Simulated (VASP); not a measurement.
Input of a VASP 6.6.1 run:

File INCAR:

```
SYSTEM = AlN
ALGO = Normal
EDIFF = 1E-7
ENCUT = 520
GGA = PE
ISIF = 2
ISMEAR = 0
LASPH = .True.
LCHARG = .False.
LREAL = .False.
LWAVE = .False.
NBANDS = 26
NELM = 100
PREC = Accurate
SIGMA = 0.05
```

KPOINTS

```
k-points
0
Gamma
  8 6 4
  0 0 0
```

File POSCAR:

```
AlN
1.0
   -1.6567491617      2.8695737234      0.0000000000
    0.0000000000      0.0000000000      4.1874629526
    4.9702474850      2.8695737234      0.0000000000
Al N
4 4
Direct
    0.5101891098      0.7500000000      0.0686596354
    0.0000000000      0.7500000000      0.6666666667
    0.0000000000      0.2500000000      0.3333333333
    0.5000000000      0.2500000000      0.8333333333
    0.5000000000      0.2500000000      0.1666666667
    0.0000000000      0.2500000000      0.6666666667
    0.0000000000      0.7500000000      0.3333333333
    0.5000000000      0.7500000000      0.8333333333
```

Potentials or basis: VASP PAW PBE potentials, release 64 (Al, N).

Run with:

```sh
$ cat potpaw_PBE.64/Al/POTCAR potpaw_PBE.64/N/POTCAR > POTCAR
$ mpirun -np 1 vasp_std > vasp.out
```

(1) Predict the pressure.

(2) Predict the largest force.

Results:

(1) 24.3 GPa.

(2) 36.200 eV/Å.

Caveat: the cell differs from its parent crystal (atom 1 (Al) moved by -0.504 Å along [1 0 0] and -0.252 Å along [1 2 0]); the stress differs along the axes, from 2 to 53 GPa; forces of over 1 eV/Å act on the atoms, so gaps and moduli don't describe the material at rest.
